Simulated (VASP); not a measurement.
# KCr2MoF6 (Fm-3m) in VASP: further runs

KCr2MoF6 is run at these levels: PBE; tasks: single point.

Program: VASP 6.6.1. These are calculated values, not measurements. Logs are shortened: lines on timing, memory, paths and dates and some standing lists are left out, and cuts for length are marked.

**1. The cell of the first run**

The structure is cubic, space group Fm-3m (No. 225). Conventional cell: a = 7.825 Å, b = 7.825 Å, c = 7.825 Å, α = 90.00°, β = 90.00°, γ = 90.00°. Mo (site symmetry m-3m) has 6 F at 1.78 Å within 2.4 Å. Within 2.8 Å of K (site symmetry m-3m) lie 6 F at 2.14 Å. Cr (site symmetry -43m) has 12 F at 2.77 Å and 4 Mo at 3.39 Å and 4 K at 3.39 Å within 3.7 Å. F (site symmetry 4mm) has 1 Mo at 1.78 Å and 1 K at 2.14 Å within 2.4 Å.

**2. Single point, PBE**

The input, INCAR:

```
PREC = Accurate
ENCUT = 520
EDIFF = 1E-7
ISMEAR = -1
SIGMA = 0.1
LREAL = False
LASPH = True
NELM = 60
ALGO = Normal
ISIF = 2
LWAVE = False
LCHARG = False
GGA = PE
NBANDS = 56
```

The input, KPOINTS:

```
Automatic mesh
0
Gamma
  4 4 4
```

The input, POSCAR:

```
KCr2MoF6
1.0
    0.0000000000      3.9127290000      3.9127290000
    3.9127290000      0.0000000000      3.9127290000
    3.9127290000      3.9127290000      0.0000000000
Mo K Cr F
1 1 2 6
Direct
    0.0000000000      0.0000000000      0.0000000000
    0.5000000000      0.5000000000      0.5000000000
    0.2500000000      0.2500000000      0.2500000000
    0.7500000000      0.7500000000      0.7500000000
    0.7730000000      0.2270000000      0.2270000000
    0.2270000000      0.7730000000      0.2270000000
    0.2270000000      0.7730000000      0.7730000000
    0.7730000000      0.2270000000      0.7730000000
    0.2270000000      0.2270000000      0.7730000000
    0.7730000000      0.7730000000      0.2270000000
```

Potentials or basis: VASP PAW PBE potentials, release 64 (Mo_sv, K_sv, Cr_pv, F).

Launch:

```console
> cat potpaw_PBE.64/Mo_sv/POTCAR potpaw_PBE.64/K_sv/POTCAR potpaw_PBE.64/Cr_pv/POTCAR potpaw_PBE.64/F/POTCAR > POTCAR
> mpirun -np 1 vasp_std > vasp.out
```

OUTCAR:

```text
PREC = Accurate
   ENCUT = 520
   EDIFF = 1E-7
   ISMEAR = -1
   LREAL = False
   LASPH = True
   NELM = 60
   ISIF = 2
   GGA = PE

 ion  position               nearest neighbor table
   1  0.000  0.000  0.000-   5 1.78   6 1.78   7 1.78   8 1.78   9 1.78  10 1.78
   2  0.500  0.500  0.500-   5 2.14   6 2.14   7 2.14   8 2.14   9 2.14  10 2.14   3 3.39   3 3.39
                             3 3.39   4 3.39   4 3.39   4 3.39   4 3.39   3 3.39
   3  0.250  0.250  0.250-   2 3.39   2 3.39   2 3.39   2 3.39
   4  0.750  0.750  0.750-   2 3.39   2 3.39   2 3.39   2 3.39
   5  0.773  0.227  0.227-   1 1.78   2 2.14
   6  0.227  0.773  0.227-   1 1.78   2 2.14
   7  0.227  0.773  0.773-   1 1.78   2 2.14
   8  0.773  0.227  0.773-   1 1.78   2 2.14
   9  0.227  0.227  0.773-   1 1.78   2 2.14
  10  0.773  0.773  0.227-   1 1.78   2 2.14

  LATTYP: Found a face centered cubic cell.
 ALAT       =     7.8254580000

  Lattice vectors:

 A1 = (   0.0000000000,   3.9127290000,   3.9127290000)
 A2 = (   3.9127290000,   0.0000000000,   3.9127290000)
 A3 = (   3.9127290000,   3.9127290000,   0.0000000000)

Analysis of symmetry for initial positions (statically):
=====================================================================
 Subroutine PRICEL returns:
 Original cell was already a primitive cell.

 Routine SETGRP: Setting up the symmetry group for a
 face centered cubic supercell.

 Subroutine GETGRP returns: Found 48 space group operations
 (whereof 48 operations were pure point group operations)
 out of a pool of 48 trial point group operations.

The static configuration has the point symmetry O_h .

Analysis of symmetry for dynamics (positions and initial velocities):
=====================================================================
 Subroutine PRICEL returns:
 Original cell was already a primitive cell.

 Routine SETGRP: Setting up the symmetry group for a
 face centered cubic supercell.

 Subroutine GETGRP returns: Found 48 space group operations
 (whereof 48 operations were pure point group operations)
 out of a pool of 48 trial point group operations.

The dynamic configuration has the point symmetry O_h .

 Subroutine INISYM returns: Found 48 space group operations
 (whereof 48 operations are pure point group operations),
 and found     1 'primitive' translations

----------------------------------------------------------------------------------------

                                     Primitive cell

  volume of cell :     119.8034

  direct lattice vectors                    reciprocal lattice vectors
     0.000000000  3.912729000  3.912729000    -0.127788048  0.127788048  0.127788048
     3.912729000  0.000000000  3.912729000     0.127788048 -0.127788048  0.127788048
     3.912729000  3.912729000  0.000000000     0.127788048  0.127788048 -0.127788048

  length of vectors
     5.533434418  5.533434418  5.533434418     0.221335391  0.221335391  0.221335391

  position of ions in fractional coordinates (direct lattice)
     0.000000000  0.000000000  0.000000000
     0.500000000  0.500000000  0.500000000
     0.250000000  0.250000000  0.250000000
     0.750000000  0.750000000  0.750000000
     0.773000000  0.227000000  0.227000000
     0.227000000  0.773000000  0.227000000
     0.227000000  0.773000000  0.773000000
     0.773000000  0.227000000  0.773000000
     0.227000000  0.227000000  0.773000000
     0.773000000  0.773000000  0.227000000

  ion indices of the primitive-cell ions
   primitive index   ion index
                 1           1
                 2           2
                 3           3
                 4           4
                 5           5
                 6           6
                 7           7
                 8           8
                 9           9
                10          10

----------------------------------------------------------------------------------------

 KPOINTS: Automatic mesh

Automatic generation of k-mesh.
 Grid dimensions read from file:
 generate k-points for:    4    4    4

 Generating k-lattice:

  Cartesian coordinates                     Fractional coordinates (reciprocal lattice)
    -0.031947012  0.031947012  0.031947012     0.250000000  0.000000000  0.000000000
     0.031947012 -0.031947012  0.031947012     0.000000000  0.250000000  0.000000000
     0.031947012  0.031947012 -0.031947012     0.000000000  0.000000000  0.250000000

  Length of vectors
     0.055333848  0.055333848  0.055333848

  Shift w.r.t. Gamma in fractional coordinates (k-lattice)
     0.000000000  0.000000000  0.000000000

 Subroutine IBZKPT returns following result:
 ===========================================

 Found      8 irreducible k-points:

 Following reciprocal coordinates:
            Coordinates               Weight
  0.000000  0.000000  0.000000      1.000000
  0.250000  0.000000  0.000000      8.000000
  0.500000  0.000000  0.000000      4.000000
  0.250000  0.250000  0.000000      6.000000
  0.500000  0.250000  0.000000     24.000000
 -0.250000  0.250000  0.000000     12.000000
  0.500000  0.500000  0.000000      3.000000
 -0.250000  0.500000  0.250000      6.000000
   k-points           NKPTS =      8   k-points in BZ     NKDIM =      8   number of bands    NBANDS=     56
   number of dos      NEDOS =    301   number of ions     NIONS =     10
   total plane-waves  NPLWV =  74088
   dimension x,y,z NGX =    42 NGY =   42 NGZ =   42
   dimension x,y,z NGXF=    84 NGYF=   84 NGZF=   84
   ions per type =               1   1   2   6
   NGX,Y,Z   is equivalent  to a cutoff of  12.62, 12.62, 12.62 a.u.
   NGXF,Y,Z  is equivalent  to a cutoff of  25.24, 25.24, 25.24 a.u.
 SYSTEM =  unknown system
   PREC   = accura    normal or accurate (medium, high low for compatibility)
   ISTART =      0    job   : 0-new  1-cont  2-samecut
   ICHARG =      2    charge: 1-file 2-atom 10-const
   ISPIN  =      1    spin polarized calculation?
   LNONCOLLINEAR =      F non collinear calculations
   LSORBIT =      F    spin-orbit coupling
   LASPH  =      T    aspherical Exc in radial PAW
   ENCUT  =  520.0 eV  38.22 Ry    6.18 a.u.  10.29 10.29 10.29*2*pi/ulx,y,z
   NELM   =     60;   NELMIN=  2; NELMDL= -5     # of ELM steps
   EDIFF  = 0.1E-06   stopping-criterion for ELM
   LREAL  =      F    real-space projection
   EDIFFG = 0.1E-05   stopping-criterion for IOM
   NSW    =      0    number of steps for IOM
   IBRION =     -1    ionic relax: 0-MD 1-quasi-New 2-CG
   NFREE  =      0    steps in history (QN), initial steepest desc. (CG)
   ISIF   =      2    stress and relaxation
   ISYM   =      2    0-nonsym 1-usesym 2-fastsym
   POTIM  = 0.5000    time-step for ionic-motion
   TEBEG  =    0.0;   TEEND  =   0.0 temperature during run
   PSTRESS=    0.0 pullay stress
   NELECT =      89.0000    total number of electrons
   NUPDOWN=      -1.0000    fix difference up-down
   EMIN   =  10.00;   EMAX   =-10.00  energy-range for DOS
   EFERMI =   0.00;   METHOD = LEGACY
   ISMEAR =    -1;   SIGMA  =   0.10  broadening in eV -4-tet -1-fermi 0-gaus
   EFERMI_NEDOS =   21; number of points for ismear=-14 and -15
   IALGO  =     38    algorithm
   IMIX   =      4    mixing-type and parameters
     AMIX     =   0.40;   BMIX     =  1.00
     AMIX_MAG =   1.60;   BMIX_MAG =  1.00
  volume/ion in A,a.u.               =      11.98        80.85
  Fermi-wavevector in a.u.,A,eV,Ry     =   1.482683  2.801865 29.910365  2.198350
  Thomas-Fermi vector in A             =   2.596439
   LORBIT       =      0    0 simple, 1 ext, 2 COOP (PROOUT), +10 PAW based schemes
   GGA     = PE    functional components
[... 5 lines left out ...]
 non-spin polarized calculation
  energy-cutoff  :      520.00
  volume of cell :      119.80
 maximum number of plane-waves:      3250
 NGX is ok and might be reduce to    42
   NGX = 21   NGY = 21   NGZ = 21

 number of electron      89.0000040 magnetization

 Free energy of the ion-electron system (eV)
  ---------------------------------------------------
  ext. energy  EPLUGINS =         0.00000000
  ---------------------------------------------------
  free energy    TOTEN  =       -42.20326416 eV

  energy without entropy =      -41.36313215  energy(sigma->0) =      -41.78319815

 E-fermi :   6.7533     XC(G=0): -10.9986

 val. band max:        6.7459709766   @ k =   0.5000   0.2500   0.0000
 cond. band min:       6.7653921747   @ k =  -0.2500   0.5000   0.2500
 fundamental gap:      0.0194211981
 Fermi energy:         6.7532775866

 k-point     1 :       0.0000    0.0000    0.0000
  band No.  band energies     occupation
      1     -56.6007      2.00000
      2     -35.9599      2.00000
      3     -35.9599      2.00000
      4     -35.9599      2.00000
      5     -35.9564      2.00000
      6     -35.9564      2.00000
[... 48 lines left out ...]
     55      11.7754      0.00000
     56      11.7754      0.00000

 k-point     2 :       0.2500    0.0000    0.0000
  band No.  band energies     occupation
      1     -56.6007      2.00000
      2     -35.9596      2.00000
      3     -35.9594      2.00000
      4     -35.9594      2.00000
      5     -35.9570      2.00000
      6     -35.9570      2.00000
[... 48 lines left out ...]
     55      11.8262      0.00000
     56      11.8262      0.00000

 k-point     3 :       0.5000    0.0000    0.0000
  band No.  band energies     occupation
      1     -56.6007      2.00000
      2     -35.9584      2.00000
      3     -35.9584      2.00000
      4     -35.9583      2.00000
      5     -35.9583      2.00000
      6     -35.9581      2.00000
[... 228 lines left out ...]
 k-point     7 :       0.5000    0.5000    0.0000
  band No.  band energies     occupation
      1     -56.6007      2.00000
      2     -35.9611      2.00000
      3     -35.9607      2.00000
      4     -35.9607      2.00000
      5     -35.9560      2.00000
      6     -35.9560      2.00000
[... 48 lines left out ...]
     55      10.8215      0.00000
     56      10.8215      0.00000

 k-point     8 :      -0.2500    0.5000    0.2500
  band No.  band energies     occupation
      1     -56.6007      2.00000
      2     -35.9610      2.00000
      3     -35.9608      2.00000
      4     -35.9583      2.00000
      5     -35.9583      2.00000
      6     -35.9558      2.00000
[... 48 lines left out ...]
     55       9.9991      0.00000
     56      12.2030      0.00000

------------------------ aborting loop because EDIFF is reached ----------------------------------------

  FORCE on cell =-STRESS in cart. coord.  units (eV):
  Direction    XX          YY          ZZ          XY          YZ          ZX
  --------------------------------------------------------------------------------------
  -------------------------------------------------------------------------------------
  Total       39.9022758     39.9022758     39.9022758      0.0000000      0.0000000     -0.0000000
  in kB      533.6284132    533.6284132    533.6284132      0.0000000      0.0000000     -0.0000000
  external PRESSURE =     533.6284132 kB  Pullay stress =       0.0000000 kB

 VOLUME and BASIS-vectors are now :
 -----------------------------------------------------------------------------
  energy-cutoff  :      520.00
  volume of cell :      119.80
      direct lattice vectors                 reciprocal lattice vectors
     0.000000000  3.912729000  3.912729000    -0.127788048  0.127788048  0.127788048
     3.912729000  0.000000000  3.912729000     0.127788048 -0.127788048  0.127788048
     3.912729000  3.912729000  0.000000000     0.127788048  0.127788048 -0.127788048

 POSITION                                       TOTAL-FORCE (eV/Angst)
 -----------------------------------------------------------------------------------
      0.00000      0.00000      0.00000        -0.000000     -0.000000     -0.000000
      3.91273      3.91273      3.91273        -0.000000     -0.000000     -0.000000
      1.95636      1.95636      1.95636        -0.000000     -0.000000     -0.000000
      5.86909      5.86909      5.86909         0.000000     -0.000000     -0.000000
      1.77638      3.91273      3.91273         4.306298     -0.000000     -0.000000
      3.91273      1.77638      3.91273        -0.000000      4.306298     -0.000000
      6.04908      3.91273      3.91273        -4.306298     -0.000000     -0.000000
      3.91273      6.04908      3.91273        -0.000000     -4.306298     -0.000000
      3.91273      3.91273      1.77638        -0.000000     -0.000000      4.306298
      3.91273      3.91273      6.04908        -0.000000     -0.000000     -4.306298
 -----------------------------------------------------------------------------------
    total drift:                               -0.000000     -0.000000     -0.000000

  FREE ENERGIE OF THE ION-ELECTRON SYSTEM (eV)
  ---------------------------------------------------
  free  energy   TOTEN  =       -42.2032641556 eV

  energy  without entropy=      -41.3631321460  energy(sigma->0) =      -41.78319815
```

It took 1.8 min on 1 thread of Intel Xeon Platinum 8375C at 2.90GHz (Ice Lake), shared host; peak memory 0.28 GiB.

Results:

```yaml
Free_energy: -42.2033 eV
Pressure: 53.4 GPa
Largest_force: 4.306 eV/Å
```

Forces in eV/Å, atoms in the order of the input:
```
Mo   0.000  0.000  0.000
K    0.000  0.000  0.000
Cr   0.000  0.000  0.000
Cr   0.000  0.000  0.000
F    4.306  0.000  0.000
F    0.000  4.306  0.000
F   -4.306  0.000  0.000
F    0.000 -4.306  0.000
F    0.000  0.000  4.306
F    0.000  0.000 -4.306
```

Caveat: an odd number of electrons without spin polarisation forces a metal; a magnetic or distorted state may lie lower; the run has no spin polarisation, though such a crystal can be magnetic; semilocal functionals often make such compounds metallic where correlation or magnetic order opens a gap, which also shifts bond lengths. With open d or f shells a metallic result of PBE can be an artefact of self-interaction; +U or a hybrid may open a gap.

**3. Single point, PBE**

The input, INCAR:

```
SYSTEM = KCr2MoF6
ALGO = Normal ; EDIFF = 1E-6
ENCUT = 520 ; GGA = PE
ISIF = 2 ; ISMEAR = -1
LASPH = .True. ; LCHARG = .False.
LREAL = .False. ; LWAVE = .False.
NBANDS = 56 ; NELM = 80
PREC = Accurate ; SIGMA = 0.1
```

The input, KPOINTS:

```
k-points
0
Gamma
  4 4 4
  0 0 0
```

POSCAR is that of step 2.

Potentials or basis: VASP PAW PBE potentials, release 64 (Mo_sv, K_sv, Cr_pv, F).

Launch:

```console
> cat potpaw_PBE.64/Mo_sv/POTCAR potpaw_PBE.64/K_sv/POTCAR potpaw_PBE.64/Cr_pv/POTCAR potpaw_PBE.64/F/POTCAR > POTCAR
> mpirun -np 1 vasp_std > vasp.out
```

Run time: 1.7 min. Hardware: 1 thread of Intel Xeon Platinum 8375C at 2.90GHz (Ice Lake), shared host; peak memory 0.28 GiB.

It converged, with:

```yaml
Free_energy: -42.2033 eV
Pressure: 53.3 GPa
Largest_force: 4.308 eV/Å
```

Forces on the atoms (eV/Å):
```
Mo   0.000  0.000  0.000
K    0.000  0.000  0.000
Cr   0.000  0.000  0.000
Cr   0.000  0.000  0.000
F    4.308  0.000  0.000
F    0.000  4.308  0.000
F   -4.308  0.000  0.000
F    0.000 -4.308  0.000
F    0.000  0.000  4.308
F    0.000  0.000 -4.308
```

Levels at points of the mesh, in eV from the Fermi level:
| k point | band 40 | band 41 | band 42 | band 43 | band 44 | band 45 | band 46 | band 47 | band 48 | band 49 |
| --- | --- | --- | --- | --- | --- | --- | --- | --- | --- | --- |
| (0.00, 0.00, 0.00) | -0.67 | -0.67 | -0.63 | -0.63 | -0.63 | -0.22 | -0.22 | -0.22 | 0.28 | 0.28 |
| (0.50, 0.00, 0.00) | -0.44 | -0.32 | -0.16 | -0.13 | -0.13 | -0.05 | 0.09 | 0.09 | 0.15 | 0.15 |
| (0.50, 0.50, 0.00) | -0.31 | -0.26 | -0.20 | -0.01 | 0.19 | 0.19 | 0.23 | 0.23 | 0.36 | 0.37 |

Caveat: an odd number of electrons without spin polarisation forces a metal; a magnetic or distorted state may lie lower; the run has no spin polarisation, though such a crystal can be magnetic; semilocal functionals often make such compounds metallic where correlation or magnetic order opens a gap, which also shifts bond lengths. With open d or f shells a metallic result of PBE can be an artefact of self-interaction; +U or a hybrid may open a gap.

(Continued in part 2 of 2.)
